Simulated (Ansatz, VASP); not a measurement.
Two plane-wave programs on AlC

```xyz
2
Lattice="1.5514 -2.7820 0.0000 1.5514 2.7820 0.0000 0.0000 0.0000 2.6133" Properties=species:S:1:pos:R:3 pbc="T T T"
Al    1.5514    0.0000    0.0000
C     0.0000    0.0000    1.3067
```

Alike in both runs: functional PBE; k mesh 20 × 20 × 20; occupations gaussian, width 0.1 eV; no spin polarisation.

Ansatz relaxed the structure, and its values are those at the end. VASP's run is a single point on that final structure, the one shown.

```csv
,VASP,Ansatz
version,VASP 6.6.1,Ansatz 0.2.0
potentials or method,"VASP PAW PBE potentials, release 64 (Al, C), cutoff 520 eV","scalar-relativistic, plane waves, PAW"
valence electrons in the cell,7,7
```

VASP gave:

```
gap on the k mesh at the Fermi level (eV) : none
pressure (GPa)                            : -0.1
```

Question: Estimate Ansatz's values.

Answer: gap on the k mesh at the Fermi level (eV): none; pressure (GPa): 0.0.

A gap of «none» marks a metal or a gap that the smearing closes. With one functional, cell and mesh, what is left measures potentials, basis and numerics.
